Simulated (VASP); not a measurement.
Write the native input for VASP 6.6.1 that does the following.

| Property | Result |
| --- | --- |
| Task | single point |
| Functional | r2SCAN |
| Potentials or basis | VASP PAW PBE potentials, release 64 (Os, F) |
| Cutoff | 520 eV |
| k mesh | 4 × 4 × 5 |
| Occupations | gaussian, width 0.0154 eV |
| Spin | no spin polarisation |
| Dipole correction | no |
| Further INCAR settings | ALGO = Normal; EDIFF = 1e-06; NBANDS = 31 |

OsF2:

```
Os F
1.0
     4.92852    0.00000    0.00000
     0.00000    4.92852    0.00000
     0.00000    0.00000    3.37021
Os F
2 4
Direct
  0.00000 0.00000 0.00000
  0.50000 0.50000 0.50000
  0.31000 0.31000 0.00000
  0.19000 0.81000 0.50000
  0.69000 0.69000 0.00000
  0.81000 0.19000 0.50000
```

The input as run:

POSCAR

```
OsF2
1.0
    4.9285233400      0.0000000000      0.0000000000
    0.0000000000      4.9285233400      0.0000000000
    0.0000000000      0.0000000000      3.3702109700
Os F
2 4
Direct
    0.0000000000      0.0000000000      0.0000000000
    0.5000000000      0.5000000000      0.5000000000
    0.3100000000      0.3100000000      0.0000000000
    0.1900000000      0.8100000000      0.5000000000
    0.6900000000      0.6900000000      0.0000000000
    0.8100000000      0.1900000000      0.5000000000
```

INCAR.step1

```
SYSTEM = OsF2
ALGO = Normal ; EDIFF = 1E-4
ENCUT = 520 ; GGA = PE
ISMEAR = 0 ; LASPH = .TRUE.
LCHARG = .FALSE. ; LREAL = .FALSE.
LWAVE = .TRUE. ; NBANDS = 31
NELM = 100 ; PREC = Accurate
SIGMA = 0.0154
```

INCAR.step2

```
SYSTEM = OsF2
ALGO = Normal ; EDIFF = 1E-6
ENCUT = 520 ; ISIF = 2
ISMEAR = 0 ; ISTART = 1
LASPH = .TRUE. ; LCHARG = .TRUE.
LELF = .TRUE. ; LMIXTAU = .TRUE.
LREAL = .FALSE. ; LVHAR = .TRUE.
LWAVE = .FALSE. ; METAGGA = R2SCAN
NBANDS = 31 ; NELM = 100
PREC = Accurate ; SIGMA = 0.0154
```

KPOINTS

```
k-points
0
G
  4 4 5
  0 0 0
```

Potentials or basis: VASP PAW PBE potentials, release 64 (Os, F).

Command:

```bash
$ cat potpaw_PBE.64/Os/POTCAR potpaw_PBE.64/F/POTCAR > POTCAR
$ cp INCAR.step1 INCAR
$ mpirun -np 1 vasp_std > vasp.out
$ cp INCAR.step2 INCAR
$ mpirun -np 1 vasp_std > vasp.out
```

Results of the run:

* Pressure: -5.5 GPa
* Largest force: 0.117 eV/Å
* Band gap on the k mesh: 0.03 eV

Caveat: the cell stands under tension; the PAW data sets were made with another functional, which shifts forces and pressure a little; spin-orbit coupling is left out, which moves the levels of the heavy elements; an odd mesh through Γ misses points on the zone boundary, where band edges can lie.

Run time: 67 s on 1 thread of Intel(R) Xeon(R) 6975P-C (Granite Rapids), with other jobs on the host, peak memory 0.22 GiB.
